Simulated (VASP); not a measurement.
# SnS2 (P-3m1) in VASP: single point with HSE06

Aim: the single point of SnS2 with HSE06.

Everything below comes from runs of VASP 6.6.1. Logs are shortened: lines on timing, memory, paths and dates and some standing lists are left out, and cuts for length are marked.

## Step 1: The cell of the first run

The structure is trigonal, space group P-3m1 (No. 164). Conventional cell: a = 3.661 Å, b = 3.661 Å, c = 6.200 Å, α = 90.00°, β = 90.00°, γ = 120.00°. Within 3.4 Å of Sn (site symmetry -3m) lie 6 S at 2.57 Å. Within 3.4 Å of S (site symmetry 3m) lie 3 Sn at 2.57 Å.

## Step 2: Single point, HSE06 (uniaxial z strain +4.0%)

Input file POSCAR:

```
SnS2
1.0
    3.6607548065      0.0000000000      0.0000000000
   -1.8303774033      3.1703066595      0.0000000000
    0.0000000000      0.0000000000      6.2002520912
Sn S
1 2
Direct
    0.0000000000      0.0000000000      0.0000000000
    0.3333333333      0.6666666667      0.2368312868
    0.6666666667      0.3333333333      0.7631687132
```

Input file INCAR.step1:

```
SYSTEM = SnS2
  ALGO = Normal
  EDIFF = 1E-5
  ENCUT = 400
  GGA = PE
  GGA_COMPAT = .FALSE.
  ISIF = 2
  ISMEAR = 0
  KPAR = 4
  LASPH = .TRUE.
  LCHARG = .FALSE.
  LREAL = .FALSE.
  LWAVE = .TRUE.
  NBANDS = 20
  NELM = 120
  PREC = Accurate
  SIGMA = 0.01
```

Input file INCAR.step2:

```
SYSTEM = SnS2
  ALGO = Normal
  EDIFF = 1E-6
  ENCUT = 400
  GGA = PE
  GGA_COMPAT = .FALSE.
  HFSCREEN = 0.2079
  ISIF = 2
  ISMEAR = 0
  ISTART = 1
  KPAR = 4
  LASPH = .TRUE.
  LCHARG = .FALSE.
  LHFCALC = .TRUE.
  LREAL = .FALSE.
  LWAVE = .FALSE.
  NBANDS = 20
  NELM = 120
  PREC = Accurate
  PRECFOCK = Normal
  SIGMA = 0.01
```

Input file KPOINTS:

```
k-points
0
G
  6 6 4
  0 0 0
```

Potentials or basis: VASP PAW PBE potentials, release 64 (Sn_d, S).

The run is started by

```
$ cat potpaw_PBE.64/Sn_d/POTCAR potpaw_PBE.64/S/POTCAR > POTCAR
$ cp INCAR.step1 INCAR
$ mpirun -np 4 vasp_std > vasp.out
$ cp INCAR.step2 INCAR
$ mpirun -np 4 vasp_std > vasp.out
```

OUTCAR:

```text
SYSTEM = SnS2
   EDIFF = 1E-6
   ENCUT = 400
   GGA = PE
   HFSCREEN = 0.2079
   ISIF = 2
   ISMEAR = 0
   ISTART = 1
   LASPH = .TRUE.
   LHFCALC = .TRUE.
   LREAL = .FALSE.
   NELM = 120
   PREC = Accurate
   PRECFOCK = Normal

 ion  position               nearest neighbor table
   1  0.000  0.000  0.000-   2 2.57   3 2.57   3 2.57   2 2.57   3 2.57   2 2.57
   2  0.333  0.667  0.237-   1 2.57   1 2.57   1 2.57
   3  0.667  0.333  0.763-   1 2.57   1 2.57   1 2.57

  LATTYP: Found a hexagonal cell.
 ALAT       =     3.6607548065
 C/A-ratio  =     1.6937086527

  Lattice vectors:

 A1 = (   3.6607548065,   0.0000000000,   0.0000000000)
 A2 = (  -1.8303774033,   3.1703066595,   0.0000000000)
 A3 = (   0.0000000000,   0.0000000000,   6.2002520912)

Analysis of symmetry for initial positions (statically):
=====================================================================
 Subroutine PRICEL returns:
 Original cell was already a primitive cell.

 Routine SETGRP: Setting up the symmetry group for a
 hexagonal supercell.

 Subroutine GETGRP returns: Found 12 space group operations
 (whereof 12 operations were pure point group operations)
 out of a pool of 24 trial point group operations.

The static configuration has the point symmetry D_3d.

Analysis of symmetry for dynamics (positions and initial velocities):
=====================================================================
 Subroutine PRICEL returns:
 Original cell was already a primitive cell.

 Routine SETGRP: Setting up the symmetry group for a
 hexagonal supercell.

 Subroutine GETGRP returns: Found 12 space group operations
 (whereof 12 operations were pure point group operations)
 out of a pool of 24 trial point group operations.

The dynamic configuration has the point symmetry D_3d.

 Subroutine INISYM returns: Found 12 space group operations
 (whereof 12 operations are pure point group operations),
 and found     1 'primitive' translations

----------------------------------------------------------------------------------------

                                     Primitive cell

  volume of cell :      71.9584

  direct lattice vectors                    reciprocal lattice vectors
     3.660754806  0.000000000  0.000000000     0.273167708  0.157713450  0.000000000
    -1.830377403  3.170306660  0.000000000     0.000000000  0.315426899  0.000000000
     0.000000000  0.000000000  6.200252091     0.000000000  0.000000000  0.161283765

  length of vectors
     3.660754806  3.660754807  6.200252091     0.315426899  0.315426899  0.161283765

  position of ions in fractional coordinates (direct lattice)
     0.000000000  0.000000000  0.000000000
     0.333333333  0.666666667  0.236831287
     0.666666667  0.333333333  0.763168713

  ion indices of the primitive-cell ions
   primitive index   ion index
                 1           1
                 2           2
                 3           3

----------------------------------------------------------------------------------------

 KPOINTS: k-points

Automatic generation of k-mesh.
 Grid dimensions read from file:
 generate k-points for:    6    6    4

 Generating k-lattice:

  Cartesian coordinates                     Fractional coordinates (reciprocal lattice)
     0.045527951  0.026285575  0.000000000     0.166666667  0.000000000  0.000000000
     0.000000000  0.052571150  0.000000000     0.000000000  0.166666667  0.000000000
     0.000000000  0.000000000  0.040320941     0.000000000  0.000000000  0.250000000

  Length of vectors
     0.052571150  0.052571150  0.040320941

  Shift w.r.t. Gamma in fractional coordinates (k-lattice)
     0.000000000  0.000000000  0.000000000

 Subroutine IBZKPT returns following result:
 ===========================================

 Found     24 irreducible k-points:

 Following reciprocal coordinates:
            Coordinates               Weight
  0.000000  0.000000  0.000000      1.000000
  0.166667  0.000000  0.000000      6.000000
  0.333333  0.000000  0.000000      6.000000
  0.500000  0.000000  0.000000      3.000000
  0.166667  0.166667  0.000000      6.000000
  0.333333  0.166667  0.000000     12.000000
[... 16 lines left out ...]
  0.333333  0.166667  0.500000     12.000000
  0.333333  0.333333  0.500000      2.000000
   k-points           NKPTS =     24   k-points in BZ     NKDIM =    144   number of bands    NBANDS=     20
   number of dos      NEDOS =    301   number of ions     NIONS =      3
   total plane-waves  NPLWV =  23040
   dimension x,y,z NGX =    24 NGY =   24 NGZ =   40
   dimension x,y,z NGXF=    48 NGYF=   48 NGZF=   80
   ions per type =               1   2
   NGX,Y,Z   is equivalent  to a cutoff of  10.90, 10.90, 10.73 a.u.
   NGXF,Y,Z  is equivalent  to a cutoff of  21.80, 21.80, 21.45 a.u.
 SYSTEM =  SnS2
   PREC   = accura    normal or accurate (medium, high low for compatibility)
   ISTART =      1    job   : 0-new  1-cont  2-samecut
   ICHARG =      0    charge: 1-file 2-atom 10-const
   ISPIN  =      1    spin polarized calculation?
   LNONCOLLINEAR =      F non collinear calculations
   LSORBIT =      F    spin-orbit coupling
   LASPH  =      T    aspherical Exc in radial PAW
   ENCUT  =  400.0 eV  29.40 Ry    5.42 a.u.   5.97  5.97 10.11*2*pi/ulx,y,z
   NELM   =    120;   NELMIN=  2; NELMDL=  0     # of ELM steps
   EDIFF  = 0.1E-05   stopping-criterion for ELM
   LREAL  =      F    real-space projection
   EDIFFG = 0.1E-04   stopping-criterion for IOM
   NSW    =      0    number of steps for IOM
   IBRION =     -1    ionic relax: 0-MD 1-quasi-New 2-CG
   NFREE  =      0    steps in history (QN), initial steepest desc. (CG)
   ISIF   =      2    stress and relaxation
   ISYM   =      3    0-nonsym 1-usesym 2-fastsym
   POTIM  = 0.5000    time-step for ionic-motion
   TEBEG  =    0.0;   TEEND  =   0.0 temperature during run
   PSTRESS=    0.0 pullay stress
   NELECT =      26.0000    total number of electrons
   NUPDOWN=      -1.0000    fix difference up-down
   EMIN   =  10.00;   EMAX   =-10.00  energy-range for DOS
   EFERMI =   0.00;   METHOD = LEGACY
   ISMEAR =     0;   SIGMA  =   0.01  broadening in eV -4-tet -1-fermi 0-gaus
   EFERMI_NEDOS =   21; number of points for ismear=-14 and -15
   IALGO  =     38    algorithm
   IMIX   =      1    mixing-type and parameters
     AMIX     =   0.40;   BMIX     =  1.00
     AMIX_MAG =   1.60;   BMIX_MAG =  1.00
  volume/ion in A,a.u.               =      23.99       161.87
  Fermi-wavevector in a.u.,A,eV,Ry     =   1.166019  2.203456 18.498477  1.359600
  Thomas-Fermi vector in A             =   2.302537
   LORBIT       =      0    0 simple, 1 ext, 2 COOP (PROOUT), +10 PAW based schemes
   GGA     = PE    functional components
   LHFCALC =     T    Hartree Fock is set to
   PRECFOCK=normal    Normal, Fast or Accurate (Low or Medium for compatibility)
   ENCUT4O =  -1.0   cutoff for four orbital integrals eV
   NKREDX  =     1    reduce k-point grid by
   NKREDY  =     1    reduce k-point grid by
   NKREDZ  =     1    reduce k-point grid by
   AEXX    =    0.2500 exact exchange contribution
   HFSCREEN=    0.2079 screening length (either q_TF or 0.3 A-1)
   HFSCREENC=   0.2079 screening length for correlation (either q_TF or 0.3 A-1)
   ENCUTFOCK=  -1.0 apply spherical cutoff to Coloumb kernel
   IVDW    =     0    specifies the selected vdW correction
   LEPSILON=     F    determine dielectric tensor
   LRPA    =     F    only Hartree local field effects (RPA)
 non-spin polarized calculation
 Gauss-broadening in eV      SIGMA  =   0.01
  energy-cutoff  :      400.00
  volume of cell :       71.96
 maximum number of plane-waves:      1329
  NGX = 18; NGY = 18; NGZ = 32

 number of electron      25.9999998 magnetization

 Free energy of the ion-electron system (eV)
  ---------------------------------------------------
  ext. energy  EPLUGINS =         0.00000000
  ---------------------------------------------------
  free energy    TOTEN  =       -16.20867242 eV

  energy without entropy =      -16.20867242  energy(sigma->0) =      -16.20867242

 E-fermi :   3.3665     XC(G=0):  -7.7058

 val. band max:        3.3054894319   @ k =   0.1667   0.0000   0.0000
 cond. band min:       5.7105405859   @ k =   0.5000   0.0000   0.5000
 fundamental gap:      2.4050511540
 Fermi energy:         3.3664801063

 k-point     1 :       0.0000    0.0000    0.0000
  band No.  band energies     occupation
      1     -19.4602      2.00000
      2     -19.4602      2.00000
      3     -19.3984      2.00000
      4     -19.3736      2.00000
      5     -19.3736      2.00000
      6     -11.6270      2.00000
[... 12 lines left out ...]
     19      14.0368      0.00000
     20      14.0368      0.00000

 k-point     2 :       0.1667    0.0000    0.0000
  band No.  band energies     occupation
      1     -19.4803      2.00000
      2     -19.4483      2.00000
      3     -19.3891      2.00000
      4     -19.3789      2.00000
      5     -19.3693      2.00000
      6     -11.2972      2.00000
[... 12 lines left out ...]
     19      13.6674      0.00000
     20      14.2207      0.00000

 k-point     3 :       0.3333    0.0000    0.0000
  band No.  band energies     occupation
      1     -19.5244      2.00000
      2     -19.4346      2.00000
      3     -19.4008      2.00000
      4     -19.3554      2.00000
      5     -19.3502      2.00000
      6     -10.4042      2.00000
[... 12 lines left out ...]
     19      13.8871      0.00000
     20      14.4854      0.00000

 k-point     4 :       0.5000    0.0000    0.0000
  band No.  band energies     occupation
      1     -19.5472      2.00000
      2     -19.4324      2.00000
      3     -19.4081      2.00000
      4     -19.3415      2.00000
      5     -19.3359      2.00000
      6      -9.6098      2.00000
[... 429 lines left out ...]
 k-point    23 :       0.3333    0.1667    0.5000
  band No.  band energies     occupation
      1     -19.5253      2.00000
      2     -19.4505      2.00000
      3     -19.3946      2.00000
      4     -19.3562      2.00000
      5     -19.3395      2.00000
      6      -9.6365      2.00000
[... 12 lines left out ...]
     19      13.8603      0.00000
     20      14.7067      0.00000

 k-point    24 :       0.3333    0.3333    0.5000
  band No.  band energies     occupation
      1     -19.4910      2.00000
      2     -19.4910      2.00000
      3     -19.3687      2.00000
      4     -19.3687      2.00000
      5     -19.3476      2.00000
      6      -9.0192      2.00000
[... 12 lines left out ...]
     19      13.9711      0.00000
     20      14.1382      0.00000

------------------------ aborting loop because EDIFF is reached ----------------------------------------

  FORCE on cell =-STRESS in cart. coord.  units (eV):
  Direction    XX          YY          ZZ          XY          YZ          ZX
  --------------------------------------------------------------------------------------
  -------------------------------------------------------------------------------------
  Total       -0.2658035     -0.2658035     -0.4722334      0.0000000      0.0000000      0.0000000
  in kB       -5.9182056     -5.9182056    -10.5144358      0.0000000      0.0000000      0.0000000
  external PRESSURE =      -7.4502824 kB  Pullay stress =       0.0000000 kB

 VOLUME and BASIS-vectors are now :
 -----------------------------------------------------------------------------
  energy-cutoff  :      400.00
  volume of cell :       71.96
      direct lattice vectors                 reciprocal lattice vectors
     3.660754806  0.000000000  0.000000000     0.273167708  0.157713450  0.000000000
    -1.830377403  3.170306660  0.000000000     0.000000000  0.315426899  0.000000000
     0.000000000  0.000000000  6.200252091     0.000000000  0.000000000  0.161283765

 POSITION                                       TOTAL-FORCE (eV/Angst)
 -----------------------------------------------------------------------------------
      0.00000      0.00000      0.00000        -0.000000      0.000000      0.000000
     -0.00000      2.11354      1.46841        -0.000000      0.000000     -0.273723
      1.83038      1.05677      4.73184         0.000000     -0.000000      0.273723
 -----------------------------------------------------------------------------------
    total drift:                               -0.000000     -0.000000     -0.000000

  FREE ENERGIE OF THE ION-ELECTRON SYSTEM (eV)
  ---------------------------------------------------
  free  energy   TOTEN  =       -16.2086724190 eV

  energy  without entropy=      -16.2086724190  energy(sigma->0) =      -16.20867242
```

Wall time 12 min (4 MPI ranks of Intel Xeon Platinum 8375C at 2.90GHz (Ice Lake), shared host); peak memory 0.27 GiB.

What came out:

```
Free energy            : -16.2087 eV
Pressure               : -0.7 GPa
Largest force          : 0.274 eV/Å
Band gap on the k mesh : 2.40 eV, indirect (least direct gap 2.73 eV)
```

Forces on the atoms (eV/Å):
```
Sn   0.000  0.000  0.000
S    0.000  0.000 -0.274
S    0.000  0.000  0.274
```

Stress tensor (GPa, compression positive):
```
-0.59  0.00  0.00
 0.00 -0.59  0.00
 0.00  0.00 -1.05
```

Levels at points of the mesh, in eV from the valence-band top:
| k point | band 9 | band 10 | band 11 | band 12 | band 13 | band 14 | band 15 | band 16 | band 17 | band 18 |
| --- | --- | --- | --- | --- | --- | --- | --- | --- | --- | --- |
| (0.00, 0.00, 0.00) | -0.57 | -0.57 | -0.20 | -0.19 | -0.19 | 3.01 | 4.73 | 6.59 | 6.59 | 9.74 |
| (0.50, 0.00, 0.00) | -4.66 | -2.65 | -2.56 | -0.79 | -0.22 | 2.55 | 5.63 | 7.18 | 7.57 | 8.71 |
| (0.00, 0.00, 0.50) | -1.72 | -0.61 | -0.61 | -0.11 | -0.11 | 4.00 | 4.77 | 6.43 | 6.43 | 10.27 |
| (0.50, 0.00, 0.50) | -4.95 | -2.47 | -1.98 | -0.64 | -0.43 | 2.40 | 5.83 | 6.83 | 7.41 | 8.16 |

Caveat: the cell differs from its parent crystal (uniaxial z strain +4.0%); the PAW data sets were made with another functional, which shifts forces and pressure a little; spin-orbit coupling is left out, which moves the levels of the heavy elements; this functional lacks dispersion, which binds the layers, so the pressure and a relaxed spacing across them are unreliable.
